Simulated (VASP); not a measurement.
Write the native input for VASP 6.6.1 that does the following.

| Quantity | Value |
| --- | --- |
| Task | single point |
| Functional | PBE |
| Potentials or basis | VASP PAW PBE potentials, release 64 (In_d) |
| Cutoff | 500 eV |
| k mesh | 12 × 12 × 4 |
| Occupations | gaussian, width 0.1 eV |
| Spin | no spin polarisation |
| Dipole correction | no |
| Further INCAR settings | ALGO = Normal; EDIFF = 1e-06; NBANDS = 34 |

The structure of In lies in POSCAR:

```
In
1.0
    3.3892204010      0.0000000000      0.0000000000
   -1.6946102005      2.9351509663      0.0000000000
    0.0000000000      0.0000000000     11.0604849606
In
4
Direct
    0.0000000000      0.0000000000      0.0000000000
    0.3333333333      0.6666666667      0.2500000000
    0.0000000000      0.0000000000      0.5000000000
    0.6666666667      0.3333333333      0.7500000000
```

The input as run:

INCAR

```
PREC = Accurate
ENCUT = 500
EDIFF = 1E-6
ISMEAR = 0
SIGMA = 0.1
LREAL = False
LASPH = True
NELM = 120
ALGO = Normal
ISIF = 2
LWAVE = False
LCHARG = True
GGA = PE
LELF = True
LVHAR = True
NBANDS = 34
GGA_COMPAT = False
```

KPOINTS

```
Automatic mesh
0
Gamma
  12 12 4
```

Potentials or basis: VASP PAW PBE potentials, release 64 (In_d).

Launch:

```bash
$ cat potpaw_PBE.64/In_d/POTCAR > POTCAR
$ mpirun -np 1 vasp_std > vasp.out
```

It gave:

```json
{
  "Pressure": "-0.1 GPa",
  "Band gap on the k mesh": "zero (band 26 reaches 10.36 eV, above the bottom of band 27 at 5.80 eV)"
}
```

Caveat: spin-orbit coupling is left out, which moves the levels of the heavy elements.

Wall time 3 min on 1 thread of Intel(R) Xeon(R) Platinum 8488C (Sapphire Rapids), with other jobs on the host, peak memory 0.31 GiB.
